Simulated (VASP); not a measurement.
Wanted: the native input for a VASP 6.6.1 run.

```yaml
Task: relaxation of cell and atoms
Functional: PBE
Potentials_or_basis: VASP PAW PBE potentials, release 64 (Au)
Cutoff: 600 eV
k_mesh: 12 × 12 × 16
Occupations: gaussian, width 0.1 eV
Spin: no spin polarisation
Dipole_correction: no
Further_INCAR_settings: ALGO = Fast; EDIFF = 1e-06; IBRION = 2; EDIFFG = -0.01; NSW = 100; ISIF = 3
```

The structure of Au lies in POSCAR:

```
Au
1.0
    4.8003653832      0.0000000000      0.0000000000
   -2.4001826916      4.1572383693      0.0000000000
    0.0000000000      0.0000000000      2.7646336035
Au
3
Direct
    0.0000000000      0.0000000000      0.0000000000
    0.3333333333      0.6666666667      0.5000000000
    0.6666666667      0.3333333333      0.5000000000
```

This isn't the form of Au at room conditions, which is fcc.

These files were run (other wordings do the same):

INCAR

```
ALGO = Fast
EDIFF = 1E-6
EDIFFG = -0.01
ENCUT = 600
GGA = PE
IBRION = 2
ISIF = 3
ISMEAR = 0
LASPH = True
LCHARG = False
LREAL = False
LWAVE = False
NELM = 60
NSW = 100
PREC = Accurate
SIGMA = 0.1
```

KPOINTS

```
k-points
0
Gamma
  12 12 16
```

Potentials or basis: VASP PAW PBE potentials, release 64 (Au).

Command:

```bash
$ cat potpaw_PBE.64/Au/POTCAR > POTCAR
$ mpirun -np 1 vasp_std > vasp.out
```

Results of the run:

```json
{
 "Relaxed volume": "18.34 Å³/atom",
 "Relaxed cell": "a = 4.751 Å, b = 4.751 Å, c = 2.814 Å, α = 90.00°, β = 90.00°, γ = 120.00°",
 "Space group after relaxing (to 0.1 Å)": "P6/mmm (No. 191)",
 "Energy gained by relaxing": "5.4 meV/atom",
 "Ionic steps": "3",
 "Pressure after relaxing": "-0.1 GPa",
 "Band gap on the k mesh": "zero (an odd number of electrons rules out a gap without spin polarisation)"
}
```

Caveat: spin-orbit coupling is left out, which moves the levels of the heavy elements.

Run time: 8.6 min on 1 thread of Intel Xeon 8259CL, with other jobs on the host, peak memory 0.33 GiB.
